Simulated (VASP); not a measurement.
# Ti2TeSe (P-3m1) in VASP: electric field gradients with PBEsol

Aim: the electric field gradients of Ti2TeSe with PBEsol.

Program: VASP 6.6.1. These are calculated values, not measurements. Logs are shortened: lines on timing, memory, paths and dates and some standing lists are left out, and cuts for length are marked.

## 1. The cell of the first run

The structure is trigonal, space group P-3m1 (No. 164). The conventional cell has a = 3.527 Å, b = 3.527 Å, c = 7.060 Å, α = 90.00°, β = 90.00°, γ = 120.00°. Within 3.7 Å of Ti (site symmetry 3m) lie 3 Se at 2.55 Å and 3 Te at 2.85 Å and 9 Ti at 3.53 to 3.68 Å. Within 3.8 Å of Te (site symmetry -3m) lie 6 Ti at 2.85 Å and 6 Te at 3.53 Å and 2 Se at 3.53 Å. Se (site symmetry -3m) has 6 Ti at 2.55 Å and 6 Se at 3.53 Å and 2 Te at 3.53 Å within 3.6 Å.

## 2. Electric field gradients, PBEsol

Contents of INCAR:

```
  ALGO = Normal
  EDIFF = 1E-8
  ENCUT = 520
  GGA = PS
  ISIF = 2
  ISMEAR = -1
  LASPH = True
  LCHARG = False
  LEFG = True
  LREAL = False
  LWAVE = False
  NBANDS = 26
  NELM = 60
  PREC = Accurate
  SIGMA = 0.15
```

Contents of KPOINTS:

```
k-points
0
Gamma
  15 15 6
```

Contents of POSCAR:

```
Ti2TeSe
1.0
    3.5266387332      0.0000000000      0.0000000000
   -1.7633193666      3.0541587330      0.0000000000
    0.0000000000      0.0000000000      7.0600095638
Ti Te Se
2 1 1
Direct
    0.3333333333      0.6666666667      0.2831389034
    0.6666666667      0.3333333333      0.7168610966
    0.0000000000      0.0000000000      0.0000000000
    0.0000000000      0.0000000000      0.5000000000
```

Potentials or basis: VASP PAW PBE potentials, release 64 (Ti_sv, Te, Se).

Started as:

```sh
> cat potpaw_PBE.64/Ti_sv/POTCAR potpaw_PBE.64/Te/POTCAR potpaw_PBE.64/Se/POTCAR > POTCAR
> mpirun -np 1 vasp_std > vasp.out
```

OUTCAR:

```text
EDIFF = 1E-8
   ENCUT = 520
   GGA = PS
   ISIF = 2
   ISMEAR = -1
   LASPH = True
   LREAL = False
   NELM = 60
   PREC = Accurate

 ion  position               nearest neighbor table
   1  0.333  0.667  0.283-   4 2.55   4 2.55   4 2.55   3 2.85   3 2.85   3 2.85
   2  0.667  0.333  0.717-   4 2.55   4 2.55   4 2.55   3 2.85   3 2.85   3 2.85
   3  0.000  0.000  0.000-   1 2.85   2 2.85   2 2.85   1 2.85   2 2.85   1 2.85
   4  0.000  0.000  0.500-   1 2.55   2 2.55   2 2.55   1 2.55   2 2.55   1 2.55

  LATTYP: Found a hexagonal cell.
 ALAT       =     3.5266387332
 C/A-ratio  =     2.0019089274

  Lattice vectors:

 A1 = (   3.5266387332,   0.0000000000,   0.0000000000)
 A2 = (  -1.7633193666,   3.0541587330,   0.0000000000)
 A3 = (   0.0000000000,   0.0000000000,   7.0600095638)

Analysis of symmetry for initial positions (statically):
=====================================================================
 Subroutine PRICEL returns:
 Original cell was already a primitive cell.

 Routine SETGRP: Setting up the symmetry group for a
 hexagonal supercell.

 Subroutine GETGRP returns: Found 12 space group operations
 (whereof 12 operations were pure point group operations)
 out of a pool of 24 trial point group operations.

The static configuration has the point symmetry D_3d.

Analysis of symmetry for dynamics (positions and initial velocities):
=====================================================================
 Subroutine PRICEL returns:
 Original cell was already a primitive cell.

 Routine SETGRP: Setting up the symmetry group for a
 hexagonal supercell.

 Subroutine GETGRP returns: Found 12 space group operations
 (whereof 12 operations were pure point group operations)
 out of a pool of 24 trial point group operations.

The dynamic configuration has the point symmetry D_3d.

 Subroutine INISYM returns: Found 12 space group operations
 (whereof 12 operations are pure point group operations),
 and found     1 'primitive' translations

----------------------------------------------------------------------------------------

                                     Primitive cell

  volume of cell :      76.0428

  direct lattice vectors                    reciprocal lattice vectors
     3.526638733  0.000000000  0.000000000     0.283556121  0.163711203  0.000000000
    -1.763319367  3.054158733  0.000000000     0.000000000  0.327422406  0.000000000
     0.000000000  0.000000000  7.060009564     0.000000000  0.000000000  0.141642868

  length of vectors
     3.526638733  3.526638733  7.060009564     0.327422406  0.327422406  0.141642868

  position of ions in fractional coordinates (direct lattice)
     0.333333333  0.666666667  0.283138903
     0.666666667  0.333333333  0.716861097
     0.000000000  0.000000000  0.000000000
     0.000000000  0.000000000  0.500000000

  ion indices of the primitive-cell ions
   primitive index   ion index
                 1           1
                 2           2
                 3           3
                 4           4

----------------------------------------------------------------------------------------

 KPOINTS: k-points

Automatic generation of k-mesh.
 Grid dimensions read from file:
 generate k-points for:   15   15    6

 Generating k-lattice:

  Cartesian coordinates                     Fractional coordinates (reciprocal lattice)
     0.018903741  0.010914080  0.000000000     0.066666667  0.000000000  0.000000000
     0.000000000  0.021828160  0.000000000     0.000000000  0.066666667  0.000000000
     0.000000000  0.000000000  0.023607145     0.000000000  0.000000000  0.166666667

  Length of vectors
     0.021828160  0.021828160  0.023607145

  Shift w.r.t. Gamma in fractional coordinates (k-lattice)
     0.000000000  0.000000000  0.000000000

 Subroutine IBZKPT returns following result:
 ===========================================

 Found    146 irreducible k-points:

 Following reciprocal coordinates:
            Coordinates               Weight
  0.000000  0.000000  0.000000      1.000000
  0.066667 -0.000000  0.000000      6.000000
  0.133333  0.000000  0.000000      6.000000
  0.200000 -0.000000  0.000000      6.000000
  0.266667  0.000000  0.000000      6.000000
  0.333333  0.000000  0.000000      6.000000
[... 16 lines left out ...]
  0.333333  0.200000  0.000000     12.000000
  0.400000  0.200000  0.000000      6.000000
 [... further k-points ...]
   k-points           NKPTS =    146   k-points in BZ     NKDIM =    146   number of bands    NBANDS=     26
   number of dos      NEDOS =    301   number of ions     NIONS =      4
   total plane-waves  NPLWV =  42336
   dimension x,y,z NGX =    28 NGY =   28 NGZ =   54
   dimension x,y,z NGXF=    56 NGYF=   56 NGZF=  108
   ions per type =               2   1   1
   NGX,Y,Z   is equivalent  to a cutoff of  13.20, 13.20, 12.72 a.u.
   NGXF,Y,Z  is equivalent  to a cutoff of  26.40, 26.40, 25.43 a.u.
 SYSTEM =  unknown system
   PREC   = accura    normal or accurate (medium, high low for compatibility)
   ISTART =      0    job   : 0-new  1-cont  2-samecut
   ICHARG =      2    charge: 1-file 2-atom 10-const
   ISPIN  =      1    spin polarized calculation?
   LNONCOLLINEAR =      F non collinear calculations
   LSORBIT =      F    spin-orbit coupling
   LASPH  =      T    aspherical Exc in radial PAW
   ENCUT  =  520.0 eV  38.22 Ry    6.18 a.u.   6.56  6.56 13.13*2*pi/ulx,y,z
   NELM   =     60;   NELMIN=  2; NELMDL= -5     # of ELM steps
   EDIFF  = 0.1E-07   stopping-criterion for ELM
   LREAL  =      F    real-space projection
   EDIFFG = 0.1E-06   stopping-criterion for IOM
   NSW    =      0    number of steps for IOM
   IBRION =     -1    ionic relax: 0-MD 1-quasi-New 2-CG
   NFREE  =      0    steps in history (QN), initial steepest desc. (CG)
   ISIF   =      2    stress and relaxation
   ISYM   =      2    0-nonsym 1-usesym 2-fastsym
   POTIM  = 0.5000    time-step for ionic-motion
   TEBEG  =    0.0;   TEEND  =   0.0 temperature during run
   PSTRESS=    0.0 pullay stress
   NELECT =      36.0000    total number of electrons
   NUPDOWN=      -1.0000    fix difference up-down
   EMIN   =  10.00;   EMAX   =-10.00  energy-range for DOS
   EFERMI =   0.00;   METHOD = LEGACY
   ISMEAR =    -1;   SIGMA  =   0.15  broadening in eV -4-tet -1-fermi 0-gaus
   EFERMI_NEDOS =   21; number of points for ismear=-14 and -15
   IALGO  =     38    algorithm
   IMIX   =      4    mixing-type and parameters
     AMIX     =   0.40;   BMIX     =  1.00
     AMIX_MAG =   1.60;   BMIX_MAG =  1.00
  volume/ion in A,a.u.               =      19.01       128.29
  Fermi-wavevector in a.u.,A,eV,Ry     =   1.275919  2.411137 22.149861  1.627969
  Thomas-Fermi vector in A             =   2.408604
   LORBIT       =      0    0 simple, 1 ext, 2 COOP (PROOUT), +10 PAW based schemes
   GGA     = PS    functional components
   LHFCALC =     F    Hartree Fock is set to
   AEXX    =    0.0000 exact exchange contribution
   IVDW    =     0    specifies the selected vdW correction
   LEPSILON=     F    determine dielectric tensor
   LRPA    =     F    only Hartree local field effects (RPA)
 non-spin polarized calculation
  energy-cutoff  :      520.00
  volume of cell :       76.04
 maximum number of plane-waves:      2085
 NGX is ok and might be reduce to    28
   NGX = 13   NGY = 13   NGZ = 27

 number of electron      36.0000002 magnetization

 Free energy of the ion-electron system (eV)
  ---------------------------------------------------
  ext. energy  EPLUGINS =         0.00000000
  ---------------------------------------------------
  free energy    TOTEN  =       -27.02260103 eV

  energy without entropy =      -26.68987276  energy(sigma->0) =      -26.85623690

 E-fermi :   9.2491     XC(G=0): -11.2694

 val. band max:        9.2430985907   @ k =   0.1333   0.0667   0.5000
 cond. band min:       9.2560888321   @ k =   0.0667  -0.0000   0.3333
 fundamental gap:      0.0129902414
 Fermi energy:         9.2491207113

 k-point     1 :       0.0000    0.0000    0.0000
  band No.  band energies     occupation
      1     -47.9403      2.00000
      2     -47.9361      2.00000
      3     -24.4411      2.00000
      4     -24.3794      2.00000
      5     -24.2770      2.00000
      6     -24.2770      2.00000
[... 18 lines left out ...]
     25      11.9693      0.00000
     26      12.0579      0.00000

 k-point     2 :       0.0667   -0.0000    0.0000
  band No.  band energies     occupation
      1     -47.9399      2.00000
      2     -47.9358      2.00000
      3     -24.4397      2.00000
      4     -24.3792      2.00000
      5     -24.2815      2.00000
      6     -24.2785      2.00000
[... 18 lines left out ...]
     25      11.9170      0.00000
     26      12.0382      0.00000

 k-point     3 :       0.1333    0.0000    0.0000
  band No.  band energies     occupation
      1     -47.9388      2.00000
      2     -47.9349      2.00000
      3     -24.4357      2.00000
      4     -24.3786      2.00000
      5     -24.2938      2.00000
      6     -24.2886      2.00000
[... 18 lines left out ...]
     25      11.6212      0.00000
     26      12.1944      0.00000

 k-point     4 :       0.2000   -0.0000    0.0000
  band No.  band energies     occupation
      1     -47.9371      2.00000
      2     -47.9336      2.00000
      3     -24.4296      2.00000
      4     -24.3780      2.00000
      5     -24.3114      2.00000
      6     -24.3043      2.00000
[... 18 lines left out ...]
     25      11.3212      0.00000
     26      12.4185      0.00000
[... 496 lines left out ...]
      1     -47.9314      2.00000
      2     -47.9297      2.00000
      3     -24.4060      2.00000
      4     -24.3812      2.00000
      5     -24.3542      2.00000
      6     -24.3453      2.00000
[... 18 lines left out ...]
     25      11.3918      0.00000
     26      13.0314      0.00000

 k-point    23 :       0.3333    0.2000    0.0000
  band No.  band energies     occupation
      1     -47.9304      2.00000
      2     -47.9291      2.00000
      3     -24.3999      2.00000
      4     -24.3847      2.00000
      5     -24.3603      2.00000
      6     -24.3490      2.00000
[... 18 lines left out ...]
     25      11.5811      0.00000
     26      12.3070      0.00000

 k-point    24 :       0.4000    0.2000    0.0000
  band No.  band energies     occupation
      1     -47.9299      2.00000
      2     -47.9290      2.00000
      3     -24.3966      2.00000
      4     -24.3873      2.00000
      5     -24.3621      2.00000
      6     -24.3501      2.00000
[... 18 lines left out ...]
     25      11.5739      0.00000
     26      11.9794      0.00000

 [... further k-points ...]
[... 5 lines left out ...]
  --------------------------------------------------------------------------------------
  -------------------------------------------------------------------------------------
  Total        0.0970270      0.0970270      0.1148401     -0.0000000      0.0000000      0.0000000
  in kB        2.0443037      2.0443037      2.4196141     -0.0000000      0.0000000      0.0000000
  external PRESSURE =       2.1694071 kB  Pullay stress =       0.0000000 kB

 VOLUME and BASIS-vectors are now :
 -----------------------------------------------------------------------------
  energy-cutoff  :      520.00
  volume of cell :       76.04
      direct lattice vectors                 reciprocal lattice vectors
     3.526638733  0.000000000  0.000000000     0.283556121  0.163711203  0.000000000
    -1.763319367  3.054158733  0.000000000     0.000000000  0.327422406  0.000000000
     0.000000000  0.000000000  7.060009564     0.000000000  0.000000000  0.141642868

 POSITION                                       TOTAL-FORCE (eV/Angst)
 -----------------------------------------------------------------------------------
     -0.00000      2.03611      1.99896        -0.000000     -0.000000     -0.007915
      1.76332      1.01805      5.06105         0.000000      0.000000      0.007915
      0.00000      0.00000      0.00000         0.000000      0.000000      0.000000
      0.00000      0.00000      3.53000         0.000000      0.000000      0.000000
 -----------------------------------------------------------------------------------
    total drift:                               -0.000000      0.000000      0.000000

  FREE ENERGIE OF THE ION-ELECTRON SYSTEM (eV)
  ---------------------------------------------------
  free  energy   TOTEN  =       -27.0226010344 eV

  energy  without entropy=      -26.6898727568  energy(sigma->0) =      -26.85623690

 Electric field gradients (V/A^2)
---------------------------------------------------------------------
 ion       V_xx      V_yy      V_zz      V_xy      V_xz      V_yz
---------------------------------------------------------------------
   1       0.954     0.954    -1.908     0.000    -0.000     0.000
   2       0.954     0.954    -1.908     0.000    -0.000     0.000
   3     -14.049   -14.049    28.098     0.000     0.000    -0.000
   4       3.434     3.434    -6.868    -0.000    -0.000     0.000
---------------------------------------------------------------------

 Electric field gradients after diagonalization (V/A^2)
 (convention: |V_zz| > |V_xx| > |V_yy|)
----------------------------------------------------------------------
 ion       V_xx      V_yy      V_zz     asymmetry (V_yy - V_xx)/ V_zz
----------------------------------------------------------------------
   1       0.954     0.954    -1.908       0.000
   2       0.954     0.954    -1.908       0.000
   3     -14.049   -14.049    28.098       0.000
   4       3.434     3.434    -6.868       0.000
----------------------------------------------------------------------

           NMR quadrupolar parameters

 Cq : quadrupolar parameter    Cq=e*Q*V_zz/h
 eta: asymmetry parameters     (V_yy - V_xx)/ V_zz
 Q  : nuclear electric quadrupole moment in mb (millibarn)
----------------------------------------------------------------------
 ion       Cq(MHz)       eta       Q (mb)
----------------------------------------------------------------------
   1      -0.005       0.000       1.000
   2      -0.005       0.000       1.000
   3       0.068       0.000       1.000
   4      -0.017       0.000       1.000
----------------------------------------------------------------------
```

It took 9.1 min on 1 thread of Intel Xeon 8259CL, shared host; peak memory 0.42 GiB.

What came out:

| Quantity | Value |
| --- | --- |
| Free energy | -27.0226 eV |
| Pressure | 0.2 GPa |
| Largest force | 0.008 eV/Å |
| Band gap on the k mesh | zero (bands 18 and 19 overlap by 0.51 eV) |
| Largest electric field gradient by atom | Ti -1.9; Te +28.1; Se -6.9 V/Å² |

Forces on the atoms (eV/Å):
```
Ti   0.000  0.000 -0.008
Ti   0.000  0.000  0.008
Te   0.000  0.000  0.000
Se   0.000  0.000  0.000
```

Electric field gradients, principal values (V/Å²):
```csv
atom,least,middle,greatest (by size)
1 Ti,0.954,0.954,-1.908
2 Ti,0.954,0.954,-1.908
3 Te,-14.049,-14.049,28.098
4 Se,3.434,3.434,-6.868
```

Caveat: without QUAD_EFG the Cq values of the log hold for a quadrupole moment of 1 mb, not for the nuclei; the PAW data sets were made with another functional, which shifts forces and pressure a little; spin-orbit coupling is left out, which moves the levels of the heavy elements.
